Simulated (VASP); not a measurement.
Runs of VASP 6.6.1 on AlOs3. The structure is that of space group Pm-3m (No. 221), or close to it. The cells are those of the table. 

```csv
task,cell,k mesh,cutoff (eV),gap on the mesh (eV),pressure (GPa),relaxed volume (Å³/atom)
relaxation of cell and atoms,"relaxed from a = 3.862 Å, 4 atoms",12 × 12 × 12,600,none,0.0,(a)
single point,"a = 3.862 Å, 4 atoms",4 × 4 × 4,520,none,0.4,-
single point,"a = 3.861 Å, 4 atoms",12 × 12 × 12,520,none,0.1,-
relaxation of cell and atoms,"relaxed from a = 3.773 Å, 4 atoms",4 × 4 × 4,600,none,-0.2,14.44
single point,"a = 3.773 Å, 4 atoms",6 × 6 × 6,520,none,(b),-
```

Alike in all rows: level PBE; potentials or basis VASP PAW PBE potentials, release 64 (Al, Os); no spin polarisation; smearing gaussian 0.1 eV.

Problem. Fill in the values left out.

Solution. (a) 14.39; (b) 24.1.

Caveats: some runs use coarse meshes; spin-orbit coupling is left out, which moves the levels of the heavy elements; the cell stands under pressure (at least some runs).

A k mesh can miss the band edges, and the runs leave out spin-orbit coupling on Os.

A gap of «none» marks levels without a gap at the run's occupations.
